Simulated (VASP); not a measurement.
# Mo (Im-3m) in VASP: relaxation of cell and atoms with r2SCAN

Aim: the relaxation of cell and atoms of Mo with r2SCAN.

All numbers are computed with VASP 6.6.1; they aren't measurements. Logs are shortened: lines on timing, memory, paths and dates and some standing lists are left out, and cuts for length are marked.

## Step 1: The cell of the first run

The structure is cubic, space group Im-3m (No. 229). Conventional cell: a = 3.151 Å, b = 3.151 Å, c = 3.151 Å, α = 90.00°, β = 90.00°, γ = 90.00°. Within 3.6 Å of Mo (site symmetry m-3m) lie 14 Mo at 2.73 to 3.15 Å.

## Step 2: Relaxation of cell and atoms, r2SCAN, target pressure 15 GPa, at which the enthalpy is minimised

Contents of POSCAR:

```
Mo
1.0
   -1.5755104622      1.5755104622      1.5755104622
    1.5755104622     -1.5755104622      1.5755104622
    1.5755104622      1.5755104622     -1.5755104622
Mo
1
Direct
    0.0000000000      0.0000000000      0.0000000000
```

Contents of INCAR.step1:

```
ALGO = Normal
EDIFF = 1E-4
ENCUT = 600
GGA = PE
ISMEAR = -1
LASPH = True
LCHARG = False
LREAL = False
LWAVE = True
NELM = 100
PREC = Accurate
SIGMA = 0.1
```

Contents of INCAR.step2:

```
ALGO = Normal
EDIFF = 1E-7
EDIFFG = -0.002
ENCUT = 600
IBRION = 2
ISIF = 3
ISMEAR = -1
ISTART = 1
LASPH = True
LCHARG = False
LMIXTAU = True
LREAL = False
LWAVE = False
METAGGA = R2SCAN
NELM = 100
NSW = 100
PREC = Accurate
PSTRESS = 150.0
SIGMA = 0.1
```

Contents of KPOINTS:

```
k-points
0
Gamma
  24 24 24
```

Potentials or basis: VASP PAW PBE potentials, release 64 (Mo_sv).

Started as:

```bash
$ cat potpaw_PBE.64/Mo_sv/POTCAR > POTCAR
$ cp INCAR.step1 INCAR
$ mpirun -np 1 vasp_std > vasp.out
$ cp INCAR.step2 INCAR
$ mpirun -np 1 vasp_std > vasp.out
```

OUTCAR:

```text
EDIFF = 1E-7
   EDIFFG = -0.002
   ENCUT = 600
   IBRION = 2
   ISIF = 3
   ISMEAR = -1
   ISTART = 1
   LASPH = True
   LREAL = False
   METAGGA = R2SCAN
   NELM = 100
   NSW = 100
   PREC = Accurate
   PSTRESS = 150.0

 ion  position               nearest neighbor table
   1  0.000  0.000  0.000-

  LATTYP: Found a body centered cubic cell.
 ALAT       =     3.1510209244

  Lattice vectors:

 A1 = (  -1.5755104622,   1.5755104622,   1.5755104622)
 A2 = (   1.5755104622,  -1.5755104622,   1.5755104622)
 A3 = (   1.5755104622,   1.5755104622,  -1.5755104622)

Analysis of symmetry for initial positions (statically):
=====================================================================
 Subroutine PRICEL returns:
 Original cell was already a primitive cell.

 Routine SETGRP: Setting up the symmetry group for a
 body centered cubic supercell.

 Subroutine GETGRP returns: Found 48 space group operations
 (whereof 48 operations were pure point group operations)
 out of a pool of 48 trial point group operations.

The static configuration has the point symmetry O_h .

Analysis of symmetry for dynamics (positions and initial velocities):
=====================================================================
 Subroutine PRICEL returns:
 Original cell was already a primitive cell.

 Routine SETGRP: Setting up the symmetry group for a
 body centered cubic supercell.

 Subroutine GETGRP returns: Found 48 space group operations
 (whereof 48 operations were pure point group operations)
 out of a pool of 48 trial point group operations.

The dynamic configuration has the point symmetry O_h .

 Subroutine INISYM returns: Found 48 space group operations
 (whereof 48 operations are pure point group operations),
 and found     1 'primitive' translations

----------------------------------------------------------------------------------------

                                     Primitive cell

  volume of cell :      15.6431

  direct lattice vectors                    reciprocal lattice vectors
    -1.575510462  1.575510462  1.575510462     0.000000000  0.317357461  0.317357461
     1.575510462 -1.575510462  1.575510462     0.317357461  0.000000000  0.317357461
     1.575510462  1.575510462 -1.575510462     0.317357461  0.317357461  0.000000000

  length of vectors
     2.728864168  2.728864168  2.728864168     0.448811225  0.448811225  0.448811225

  position of ions in fractional coordinates (direct lattice)
     0.000000000  0.000000000  0.000000000

  ion indices of the primitive-cell ions
   primitive index   ion index
                 1           1

----------------------------------------------------------------------------------------

 KPOINTS: k-points

Automatic generation of k-mesh.
 Grid dimensions read from file:
 generate k-points for:   24   24   24

 Generating k-lattice:

  Cartesian coordinates                     Fractional coordinates (reciprocal lattice)
     0.000000000  0.013223228  0.013223228     0.041666667  0.000000000  0.000000000
     0.013223228  0.000000000  0.013223228     0.000000000  0.041666667  0.000000000
     0.013223228  0.013223228  0.000000000     0.000000000  0.000000000  0.041666667

  Length of vectors
     0.018700468  0.018700468  0.018700468

  Shift w.r.t. Gamma in fractional coordinates (k-lattice)
     0.000000000  0.000000000  0.000000000

 Subroutine IBZKPT returns following result:
 ===========================================

 Found    413 irreducible k-points:

 Following reciprocal coordinates:
            Coordinates               Weight
  0.000000  0.000000  0.000000      1.000000
  0.041667  0.000000  0.000000     12.000000
  0.083333  0.000000  0.000000     12.000000
  0.125000  0.000000  0.000000     12.000000
  0.166667  0.000000  0.000000     12.000000
  0.208333  0.000000  0.000000     12.000000
[... 16 lines left out ...]
  0.416667  0.041667  0.000000     48.000000
  0.458333  0.041667  0.000000     48.000000
 [... further k-points ...]
   k-points           NKPTS =    413   k-points in BZ     NKDIM =    413   number of bands    NBANDS=     11
   number of dos      NEDOS =    301   number of ions     NIONS =      1
   total plane-waves  NPLWV =  13824
   dimension x,y,z NGX =    24 NGY =   24 NGZ =   24
   dimension x,y,z NGXF=    48 NGYF=   48 NGZF=   48
   ions per type =               1
   NGX,Y,Z   is equivalent  to a cutoff of  14.62, 14.62, 14.62 a.u.
   NGXF,Y,Z  is equivalent  to a cutoff of  29.24, 29.24, 29.24 a.u.
 SYSTEM =  unknown system
   PREC   = accura    normal or accurate (medium, high low for compatibility)
   ISTART =      1    job   : 0-new  1-cont  2-samecut
   ICHARG =      0    charge: 1-file 2-atom 10-const
   ISPIN  =      1    spin polarized calculation?
   LNONCOLLINEAR =      F non collinear calculations
   LSORBIT =      F    spin-orbit coupling
   LASPH  =      T    aspherical Exc in radial PAW
   ENCUT  =  600.0 eV  44.10 Ry    6.64 a.u.   5.45  5.45  5.45*2*pi/ulx,y,z
   NELM   =    100;   NELMIN=  2; NELMDL=  0     # of ELM steps
   EDIFF  = 0.1E-06   stopping-criterion for ELM
   LREAL  =      F    real-space projection
   EDIFFG = -.2E-02   stopping-criterion for IOM
   NSW    =    100    number of steps for IOM
   IBRION =      2    ionic relax: 0-MD 1-quasi-New 2-CG
   NFREE  =      1    steps in history (QN), initial steepest desc. (CG)
   ISIF   =      3    stress and relaxation
   ISYM   =      2    0-nonsym 1-usesym 2-fastsym
   POTIM  = 0.5000    time-step for ionic-motion
   TEBEG  =    0.0;   TEEND  =   0.0 temperature during run
   PSTRESS=  150.0 pullay stress
   NELECT =      14.0000    total number of electrons
   NUPDOWN=      -1.0000    fix difference up-down
   EMIN   =  10.00;   EMAX   =-10.00  energy-range for DOS
   EFERMI =   0.00;   METHOD = LEGACY
   ISMEAR =    -1;   SIGMA  =   0.10  broadening in eV -4-tet -1-fermi 0-gaus
   EFERMI_NEDOS =   21; number of points for ismear=-14 and -15
   IALGO  =     38    algorithm
   IMIX   =      4    mixing-type and parameters
     AMIX     =   0.40;   BMIX     =  1.00
     AMIX_MAG =   1.60;   BMIX_MAG =  1.00
  volume/ion in A,a.u.               =      15.64       105.57
  Fermi-wavevector in a.u.,A,eV,Ry     =   1.577646  2.981319 33.864450  2.488967
  Thomas-Fermi vector in A             =   2.678297
   LORBIT       =      0    0 simple, 1 ext, 2 COOP (PROOUT), +10 PAW based schemes
   METAGGA = R2SCAN    functional components
   LHFCALC =     F    Hartree Fock is set to
   AEXX    =    0.0000 exact exchange contribution
   IVDW    =     0    specifies the selected vdW correction
   LEPSILON=     F    determine dielectric tensor
   LRPA    =     F    only Hartree local field effects (RPA)
 conjugate gradient relaxation of ions
 non-spin polarized calculation
  energy-cutoff  :      600.00
  volume of cell :       15.64
 maximum number of plane-waves:       540
 NGX is ok and might be reduce to    24
   NGX = 11   NGY = 11   NGZ = 11

--------------------------------------- Ionic step        1  -------------------------------------------

 number of electron      14.0000002 magnetization

 Free energy of the ion-electron system (eV)
  ---------------------------------------------------
  ext. energy  EPLUGINS =         0.00000000
  ---------------------------------------------------
  free energy    TOTEN  =       -26.08581732 eV

  energy without entropy =      -26.06586404  energy(sigma->0) =      -26.07584068

------------------------ aborting loop because EDIFF is reached ----------------------------------------

  FORCE on cell =-STRESS in cart. coord.  units (eV):
  Direction    XX          YY          ZZ          XY          YZ          ZX
  --------------------------------------------------------------------------------------
  -------------------------------------------------------------------------------------
  Total        0.1062376      0.1062376      0.1062376     -0.0000000     -0.0000000      0.0000000
  in kB       10.8809066     10.8809066     10.8809066     -0.0000000     -0.0000000      0.0000000
  external PRESSURE =    -139.1190934 kB  Pullay stress =     150.0000000 kB
[... 207 lines left out ...]
  enthalpy is  TOTEN    =       -24.6528102893 eV   P V=        1.4006438605

--------------------------------------- Ionic step        7  -------------------------------------------

 number of electron      13.9999999 magnetization

 Free energy of the ion-electron system (eV)
  ---------------------------------------------------
  ext. energy  EPLUGINS =         0.00000000
  ---------------------------------------------------
  free energy    TOTEN  =       -26.05188033 eV

  energy without entropy =      -26.03228097  energy(sigma->0) =      -26.04208065

 E-fermi :  13.3334     XC(G=0): -14.9258

 val. band max:       13.3124574326   @ k =  -0.1250   0.2083   0.0417
 cond. band min:      13.3522211987   @ k =   0.3750   0.0000   0.0000
 fundamental gap:      0.0397637661
 Fermi energy:        13.3334192330

 k-point     1 :       0.0000    0.0000    0.0000
  band No.  band energies     occupation
      1     -49.9456      2.00000
      2     -22.2983      2.00000
      3     -22.2982      2.00000
      4     -22.2982      2.00000
      5       5.4916      2.00000
      6      11.7777      2.00000
      7      11.7777      2.00000
      8      11.7777      2.00000
      9      15.2791      0.00000
     10      15.2791      0.00000
     11      28.8477      0.00000
[... 309 lines left out ...]
 k-point    24 :       0.4583    0.0417    0.0000
  band No.  band energies     occupation
      1     -49.5951      2.00000
      2     -24.0133      2.00000
      3     -22.8478      2.00000
      4     -22.3276      2.00000
      5       7.4752      2.00000
      6       9.5071      2.00000
      7      14.6470      0.00000
      8      15.2761      0.00000
      9      16.2343      0.00000
     10      18.6604      0.00000
     11      26.0106      0.00000

 [... further k-points ...]

------------------------ aborting loop because EDIFF is reached ----------------------------------------

  FORCE on cell =-STRESS in cart. coord.  units (eV):
  Direction    XX          YY          ZZ          XY          YZ          ZX
  --------------------------------------------------------------------------------------
  -------------------------------------------------------------------------------------
  Total        1.3999956      1.3999956      1.3999956      0.0000000      0.0000000     -0.0000000
  in kB      150.1013726    150.1013726    150.1013726      0.0000000      0.0000000     -0.0000000
  external PRESSURE =       0.1013726 kB  Pullay stress =     150.0000000 kB
[... 16 lines left out ...]
  FREE ENERGIE OF THE ION-ELECTRON SYSTEM (eV)
  ---------------------------------------------------
  free  energy   TOTEN  =       -26.0518803299 eV

  energy  without entropy=      -26.0322809685  energy(sigma->0) =      -26.04208065

  enthalpy is  TOTEN    =       -24.6528302556 eV   P V=        1.3990500743

 reached required accuracy - stopping structural energy minimisation
```

Run time: 17 min. Hardware: 1 thread of Intel Xeon Platinum 8375C at 2.90GHz (Ice Lake), shared host; peak memory 0.24 GiB.

Results:

- Free energy: -26.0519 eV
- Relaxed volume: 14.94 Å³/atom
- Relaxed cell: a = 2.688 Å, b = 2.688 Å, c = 2.688 Å, α = 109.47°, β = 109.47°, γ = 109.47°
- Space group after relaxing (to 0.1 Å): Im-3m (No. 229)
- Energy change on relaxing (the run minimises the enthalpy): +33.9 meV/atom
- Ionic steps: 7
- Pressure after relaxing: 15.0 GPa
- Band gap on the k mesh: zero (bands 7 and 8 overlap by 5.93 eV)

Step by step:
| step | energy change (eV) | largest force (eV/Å) | pressure (GPa) | volume (Å³) |
| --- | --- | --- | --- | --- |
| 1 | 0.0000 | 0.0000 | 1.09 | 15.64 |
| 2 | 0.6637 | 0.0000 | 86.04 | 12.77 |
| 3 | 0.0295 | 0.0000 | 13.92 | 14.99 |
| 4 | 0.0332 | 0.0000 | 14.83 | 14.95 |
| 5 | 0.0344 | 0.0000 | 15.13 | 14.94 |
| 6 | 0.0324 | 0.0000 | 14.63 | 14.96 |
| 7 | 0.0339 | 0.0000 | 15.01 | 14.94 |

Final structure:
```yaml
crystal:
  lattice:
    - [-1.55166, 1.55166, 1.55166]
    - [1.55166, -1.55166, 1.55166]
    - [1.55166, 1.55166, -1.55166]
  atoms:
    - { symbol: Mo, position: [0.00000, 0.00000, 0.00000] }
```

Levels at points of the mesh, in eV from the Fermi level:
```
           k point  band 3  band 4  band 5  band 6  band 7  band 8  band 9  band 10  band 11
(0.00, 0.00, 0.00)  -35.63  -35.63   -7.84   -1.56   -1.56   -1.56    1.95     1.95    15.51
(0.50, 0.00, 0.00)  -36.17  -35.65   -5.93   -3.85    1.74    1.96    2.69     5.22    12.56
(0.50, 0.50, 0.50)  -36.81  -36.81   -6.07   -6.07    4.37    4.37    4.37     9.82     9.82
```

Caveat: the cell is relaxed towards a set pressure, so the run minimises the enthalpy, not the energy; the PAW data sets were made with another functional, which shifts forces and pressure a little.

The gap in the log of VASP goes by the Fermi energy; the results here count the filled bands.